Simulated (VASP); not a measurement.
# AlH5 (P1) in VASP: a series of runs, part 2 of 2

VASP 6.6.1.

## (3) Relaxation of cell and atoms, PBE

INCAR reads:

```
PREC = Accurate
ENCUT = 600
EDIFF = 1E-7
ISMEAR = 0
SIGMA = 0.1
LREAL = False
LASPH = True
NELM = 80
ALGO = Normal
ISIF = 3
LWAVE = False
LCHARG = False
GGA = PE
IBRION = 2
NSW = 90
EDIFFG = -0.04
```

KPOINTS reads:

```
regular mesh
0
Gamma
  4 4 2
```

POSCAR reads:

```
AlH5
1.0
    4.0973468549      0.0000000000      0.0000000000
    0.0475743114      6.0660579257      0.0000000000
    0.5390697395      0.0761207314      7.8372979130
Al H
2 10
Direct
    0.5131776657      0.9979084144      0.6836622987
    0.8858117506      0.0043446222      0.9551955595
    0.7433023255      0.5648333076      0.3640138986
    0.2823371022      0.5510887306      0.0776817092
    0.7408924830      0.1923442528      0.8186596949
    0.2142692245      0.4370078109      0.6347680727
    0.7445644152      0.8096251276      0.8270723426
    0.2210796726      0.5612453867      0.6356375482
    0.7485221396      0.4413686160      0.3585946829
    0.3024879758      0.4281335449      0.0817085990
    0.2917830801      0.0030676946      0.9063035908
    0.8117721652      0.0090324918      0.1567020027
```

Potentials or basis: VASP PAW PBE potentials, release 64 (Al, H).

Run with:

```console
$ cat potpaw_PBE.64/Al/POTCAR potpaw_PBE.64/H/POTCAR > POTCAR
$ mpirun -np 1 vasp_std > vasp.out
```

OUTCAR:

```text
PREC = Accurate
   ENCUT = 600
   EDIFF = 1E-7
   ISMEAR = 0
   LREAL = False
   LASPH = True
   NELM = 80
   ISIF = 3
   GGA = PE
   IBRION = 2
   NSW = 90
   EDIFFG = -0.04

 ion  position               nearest neighbor table
   1  0.513  0.998  0.684-   5 1.89   7 1.89  11 1.91   2 2.71   2 3.23
   2  0.886  0.004  0.955-  12 1.59  11 1.68   5 1.69   7 1.69   1 2.71   1 3.23
   3  0.743  0.565  0.364-   9 0.75
   4  0.282  0.551  0.078-  10 0.75
   5  0.741  0.192  0.819-   2 1.69   1 1.89
   6  0.214  0.437  0.635-   8 0.75
   7  0.745  0.810  0.827-   2 1.69   1 1.89
   8  0.221  0.561  0.636-   6 0.75
   9  0.749  0.441  0.359-   3 0.75
  10  0.302  0.428  0.082-   4 0.75
  11  0.292  0.003  0.906-   2 1.68   1 1.91
  12  0.812  0.009  0.157-   2 1.59

  LATTYP: Found a triclinic cell.
 ALAT       =     7.8561841327
 B/A-ratio  =     0.5215441473
 C/A-ratio  =     0.7721616978
 COS(alpha) =     0.0078424652
 COS(beta)  =     0.0102271058
 COS(gamma) =     0.0686172486

  Lattice vectors:

 A1 = (   0.5390697395,   0.0761207314,   7.8372979130)
 A2 = (   4.0973468549,   0.0000000000,   0.0000000000)
 A3 = (   0.0475743114,   6.0660579257,   0.0000000000)

Analysis of symmetry for initial positions (statically):
=====================================================================
 Subroutine PRICEL returns:
 Original cell was already a primitive cell.

 Routine SETGRP: Setting up the symmetry group for a
 triclinic supercell.

 Subroutine GETGRP returns: Found  1 space group operations
 (whereof  1 operations were pure point group operations)
 out of a pool of  2 trial point group operations.

The static configuration has the point symmetry C_1 .

Analysis of symmetry for dynamics (positions and initial velocities):
=====================================================================
 Subroutine PRICEL returns:
 Original cell was already a primitive cell.

 Routine SETGRP: Setting up the symmetry group for a
 triclinic supercell.

 Subroutine GETGRP returns: Found  1 space group operations
 (whereof  1 operations were pure point group operations)
 out of a pool of  2 trial point group operations.

The dynamic configuration has the point symmetry C_1 .

 Subroutine INISYM returns: Found  1 space group operations
 (whereof  1 operations are pure point group operations),
 and found     1 'primitive' translations

----------------------------------------------------------------------------------------

                                     Primitive cell

  volume of cell :     194.7940

  direct lattice vectors                    reciprocal lattice vectors
     4.097346855  0.000000000  0.000000000     0.244060373 -0.001914094 -0.016768516
     0.047574311  6.066057926  0.000000000     0.000000000  0.164851706 -0.001601143
     0.539069740  0.076120731  7.837297913     0.000000000  0.000000000  0.127594997

  length of vectors
     4.097346855  6.066244479  7.856184133     0.244643235  0.164859482  0.127594997

  position of ions in fractional coordinates (direct lattice)
     0.513177666  0.997908414  0.683662299
     0.885811751  0.004344622  0.955195559
     0.743302325  0.564833308  0.364013899
     0.282337102  0.551088731  0.077681709
     0.740892483  0.192344253  0.818659695
     0.214269225  0.437007811  0.634768073
     0.744564415  0.809625128  0.827072343
     0.221079673  0.561245387  0.635637548
[... 69 lines left out ...]
   number of dos      NEDOS =    301   number of ions     NIONS =     12
   total plane-waves  NPLWV = 110592
   dimension x,y,z NGX =    36 NGY =   48 NGZ =   64
   dimension x,y,z NGXF=    72 NGYF=   96 NGZF=  128
   ions per type =               2  10
   NGX,Y,Z   is equivalent  to a cutoff of  14.61, 13.15, 13.54 a.u.
   NGXF,Y,Z  is equivalent  to a cutoff of  29.21, 26.31, 27.09 a.u.
 SYSTEM =  unknown system
   PREC   = accura    normal or accurate (medium, high low for compatibility)
   ISTART =      0    job   : 0-new  1-cont  2-samecut
   ICHARG =      2    charge: 1-file 2-atom 10-const
   ISPIN  =      1    spin polarized calculation?
   LNONCOLLINEAR =      F non collinear calculations
   LSORBIT =      F    spin-orbit coupling
   LASPH  =      T    aspherical Exc in radial PAW
   ENCUT  =  600.0 eV  44.10 Ry    6.64 a.u.   8.18 12.12 15.69*2*pi/ulx,y,z
   NELM   =     80;   NELMIN=  2; NELMDL= -5     # of ELM steps
   EDIFF  = 0.1E-06   stopping-criterion for ELM
   LREAL  =      F    real-space projection
   EDIFFG = -.4E-01   stopping-criterion for IOM
   NSW    =     90    number of steps for IOM
   IBRION =      2    ionic relax: 0-MD 1-quasi-New 2-CG
   NFREE  =      1    steps in history (QN), initial steepest desc. (CG)
   ISIF   =      3    stress and relaxation
   ISYM   =      2    0-nonsym 1-usesym 2-fastsym
   POTIM  = 0.5000    time-step for ionic-motion
   TEBEG  =    0.0;   TEEND  =   0.0 temperature during run
   PSTRESS=    0.0 pullay stress
   NELECT =      16.0000    total number of electrons
   NUPDOWN=      -1.0000    fix difference up-down
   EMIN   =  10.00;   EMAX   =-10.00  energy-range for DOS
   EFERMI =   0.00;   METHOD = LEGACY
   ISMEAR =     0;   SIGMA  =   0.10  broadening in eV -4-tet -1-fermi 0-gaus
   EFERMI_NEDOS =   21; number of points for ismear=-14 and -15
   IALGO  =     38    algorithm
   IMIX   =      4    mixing-type and parameters
     AMIX     =   0.40;   BMIX     =  1.00
     AMIX_MAG =   1.60;   BMIX_MAG =  1.00
  volume/ion in A,a.u.               =      16.23       109.54
  Fermi-wavevector in a.u.,A,eV,Ry     =   0.711633  1.344792  6.890290  0.506422
  Thomas-Fermi vector in A             =   1.798797
   LORBIT       =      0    0 simple, 1 ext, 2 COOP (PROOUT), +10 PAW based schemes
   GGA     = PE    functional components
   LHFCALC =     F    Hartree Fock is set to
   AEXX    =    0.0000 exact exchange contribution
   IVDW    =     0    specifies the selected vdW correction
   LEPSILON=     F    determine dielectric tensor
   LRPA    =     F    only Hartree local field effects (RPA)
 conjugate gradient relaxation of ions
 non-spin polarized calculation
 Gauss-broadening in eV      SIGMA  =   0.10
  energy-cutoff  :      600.00
  volume of cell :      194.79
 maximum number of plane-waves:      6520
 NGX is ok and might be reduce to    36
   NGX = 17   NGY = 25   NGZ = 31

--------------------------------------- Ionic step        1  -------------------------------------------

 number of electron      16.0000000 magnetization

 Free energy of the ion-electron system (eV)
  ---------------------------------------------------
  ext. energy  EPLUGINS =         0.00000000
  ---------------------------------------------------
  free energy    TOTEN  =       -39.60508536 eV

  energy without entropy =      -39.60508536  energy(sigma->0) =      -39.60508536

------------------------ aborting loop because EDIFF is reached ----------------------------------------

  FORCE on cell =-STRESS in cart. coord.  units (eV):
  Direction    XX          YY          ZZ          XY          YZ          ZX
  --------------------------------------------------------------------------------------
  -------------------------------------------------------------------------------------
  Total       -0.1405389      0.2479602      0.1483217     -0.0028480      0.0051893      0.0399985
  in kB       -1.1559301      2.0394679      1.2199433     -0.0234246      0.0426820      0.3289868
  external PRESSURE =       0.7011604 kB  Pullay stress =       0.0000000 kB
[... 119 lines left out ...]
  FREE ENERGIE OF THE ION-ELECTRON SYSTEM (eV)
  ---------------------------------------------------
  free  energy   TOTEN  =       -39.6058950763 eV

  energy  without entropy=      -39.6058950763  energy(sigma->0) =      -39.60589508

[... ionic steps 4 to 22 ...]

--------------------------------------- Ionic step       23  -------------------------------------------

 number of electron      15.9999999 magnetization

------------------------ aborting loop because EDIFF is reached ----------------------------------------
[... 87 lines left out ...]
--------------------------------------- Ionic step       25  -------------------------------------------

 number of electron      15.9999999 magnetization

 Free energy of the ion-electron system (eV)
  ---------------------------------------------------
  ext. energy  EPLUGINS =         0.00000000
  ---------------------------------------------------
  free energy    TOTEN  =       -39.62103793 eV

  energy without entropy =      -39.62103793  energy(sigma->0) =      -39.62103793

 E-fermi :  -2.0832     XC(G=0):  -5.4072

 val. band max:       -2.5206369258   @ k =   0.5000  -0.0000   0.5000
 cond. band min:      -0.1370145960   @ k =   0.5000   0.5000   0.0000
 fundamental gap:      2.3836223298
 Fermi energy:        -2.0832100086

 k-point     1 :       0.0000    0.0000    0.0000
  band No.  band energies     occupation
      1     -10.6791      2.00000
      2      -8.1790      2.00000
      3      -7.8597      2.00000
      4      -7.1975      2.00000
      5      -6.0436      2.00000
      6      -5.7961      2.00000
      7      -4.5985      2.00000
      8      -3.0448      2.00000
      9       0.5359      0.00000
     10       1.0560      0.00000
     11       1.4574      0.00000
     12       2.2441      0.00000
     13       2.3788      0.00000
     14       3.5320      0.00000
[... 380 lines left out ...]
  FREE ENERGIE OF THE ION-ELECTRON SYSTEM (eV)
  ---------------------------------------------------
  free  energy   TOTEN  =       -39.6210379346 eV

  energy  without entropy=      -39.6210379346  energy(sigma->0) =      -39.62103793

 reached required accuracy - stopping structural energy minimisation
```

Run time: 9.2 min. Hardware: 1 thread of Intel Xeon 6975P-C (Granite Rapids), shared host; peak memory 0.34 GiB.

Results:

```
Free energy                           : -39.6210 eV
Relaxed volume                        : 17.95 Å³/atom
Relaxed cell                          : a = 4.032 Å, b = 6.504 Å, c = 8.233 Å, α = 89.25°, β = 85.99°, γ = 89.80°
Space group after relaxing (to 0.1 Å) : P1 (No. 1)
Energy gained by relaxing             : 1.3 meV/atom
Ionic steps                           : 25
Pressure after relaxing               : 0.1 GPa
Largest force after relaxing          : 0.036 eV/Å
Band gap on the k mesh                : 2.38 eV (least direct gap 2.49 eV)
```

Forces in eV/Å, atoms in the order of the input:
```
Al  -0.015 -0.001 -0.002
Al  -0.008 -0.002 -0.035
H    0.000 -0.002 -0.001
H   -0.008  0.016 -0.012
H    0.023  0.020 -0.015
H   -0.003 -0.012  0.006
H    0.017 -0.022 -0.010
H    0.000  0.013  0.006
H    0.002  0.003 -0.002
H    0.010 -0.021  0.002
H   -0.010  0.006  0.034
H   -0.008  0.002  0.029
```

Step by step:
| step | energy change (eV) | largest force (eV/Å) | pressure (GPa) | volume (Å³) |
| --- | --- | --- | --- | --- |
| 1 | 0.0000 | 0.0564 | 0.07 | 194.79 |
| 2 | -0.0007 | 0.0470 | 0.09 | 194.99 |
| 3 | -0.0008 | 0.1072 | 0.10 | 195.15 |
| 4 | -0.0011 | 0.0612 | 0.09 | 195.28 |
| 5 | -0.0014 | 0.0791 | 0.06 | 195.61 |
| 6 | -0.0018 | 0.0743 | 0.07 | 195.79 |
| 7 | -0.0027 | 0.0658 | 0.08 | 196.33 |
| 8 | -0.0039 | 0.0618 | 0.11 | 197.41 |
| 9 | -0.0040 | 0.1566 | 0.18 | 199.57 |
| 10 | -0.0044 | 0.1151 | 0.15 | 198.62 |
| 11 | -0.0048 | 0.0913 | 0.13 | 198.91 |
| 12 | -0.0054 | 0.1000 | 0.09 | 199.76 |
| 13 | -0.0055 | 0.1043 | 0.08 | 200.14 |
| 14 | -0.0062 | 0.0927 | 0.07 | 200.67 |
| 15 | -0.0080 | 0.0773 | 0.04 | 202.26 |
| 16 | -0.0104 | 0.0970 | -0.02 | 205.45 |
| 17 | -0.0102 | 0.1693 | -0.10 | 211.87 |
| 18 | -0.0112 | 0.1242 | -0.05 | 208.27 |
| 19 | -0.0128 | 0.0976 | -0.05 | 210.00 |
| 20 | -0.0130 | 0.1491 | -0.05 | 210.98 |
| 21 | -0.0144 | 0.0839 | 0.01 | 212.29 |
| 22 | -0.0147 | 0.1124 | 0.06 | 213.28 |
| 23 | -0.0154 | 0.0443 | 0.07 | 214.04 |
| 24 | -0.0156 | 0.0443 | 0.08 | 214.81 |
| 25 | -0.0160 | 0.0359 | 0.09 | 215.37 |

Final structure:
```
CELL_PARAMETERS angstrom
4.03227 -0.00787 0.01153
0.03510 6.50392 0.00977
0.55238 0.09296 8.21395
ATOMIC_POSITIONS crystal
Al 0.51393 0.99770 0.69222
Al 0.88541 0.00455 0.95283
H 0.74401 0.56126 0.36336
H 0.27814 0.54557 0.07504
H 0.74031 0.17969 0.82213
H 0.21239 0.44143 0.63620
H 0.74200 0.82260 0.83132
H 0.22056 0.55695 0.63688
H 0.75017 0.44624 0.35814
H 0.30626 0.43202 0.08215
H 0.29464 0.00227 0.90509
H 0.81219 0.00973 0.14464
```
